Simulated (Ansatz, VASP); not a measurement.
**One calculation of PbSe, two programs**

POSCAR

```
PbSe
1.0
    3.9438690155      0.0000000000      0.0000000000
    0.0000000000      3.9438690155      0.0000000000
    0.0000000000      0.0000000000      3.9438690155
Pb Se
1 1
Direct
    0.0000000000      0.0000000000      0.0000000000
    0.5000000000      0.5000000000      0.5000000000
```

Contents of INCAR.step1:

```
SYSTEM = PbSe
ALGO = Normal
EDIFF = 1E-4
ENCUT = 520
GGA = PE
ISMEAR = 0
LASPH = .TRUE.
LCHARG = .FALSE.
LREAL = .FALSE.
LWAVE = .TRUE.
NBANDS = 17
NELM = 60
PREC = Accurate
SIGMA = 0.1
```

INCAR.step2

```
SYSTEM = PbSe
ALGO = Normal
EDIFF = 1E-6
ENCUT = 520
ISIF = 2
ISMEAR = 0
ISTART = 1
LASPH = .TRUE.
LCHARG = .FALSE.
LMIXTAU = .TRUE.
LREAL = .FALSE.
LWAVE = .FALSE.
METAGGA = R2SCAN
NBANDS = 17
NELM = 60
PREC = Accurate
SIGMA = 0.1
```

The input KPOINTS:

```
k-points
0
G
  12 12 12
  0 0 0
```

Input for Ansatz:

```yaml
crystal:
  lattice:
    - [3.9438690155, 0.0, 0.0]
    - [0.0, 3.9438690155, 0.0]
    - [0.0, 0.0, 3.9438690155]
  atoms:
    - { symbol: Pb, position: [0.0, 0.0, 0.0] }
    - { symbol: Se, position: [0.5, 0.5, 0.5] }
basis:
  ecutwfc: 500
kpoints:
  mp_grid: { grid: [12, 12, 12] }
hamiltonian:
  xc: r2scan
scf:
  occupations: { method: gaussian, width: 0.1 }
output:
  forces: true
  stress: true
  eigenvalues: true
```

Alike in both runs: task single point; functional r2SCAN; k mesh 12 × 12 × 12; occupations gaussian, width 0.1 eV; no spin polarisation.

|  | VASP | Ansatz |
| --- | --- | --- |
| version | VASP 6.6.1 | Ansatz 0.2.0 |
| potentials or method | VASP PAW PBE potentials, release 64 (Pb_d, Se), cutoff 520 eV | scalar-relativistic, plane waves, PAW |
| valence electrons in the cell | 20 | 30 |

```tsv
	VASP	Ansatz	Ansatz less VASP
gap on the k mesh at the Fermi level (eV)	none	none	-
pressure (GPa)	-5.6	-5.6	+0.01
```

VASP's potentials were made for PBE, not for r2SCAN. A gap of «none» marks a metal or a gap that the smearing closes. VASP's potentials hold 20 valence electrons a cell and Ansatz's 30, so a difference there can come from the potentials and not from the codes.

Spin-orbit coupling is off throughout.
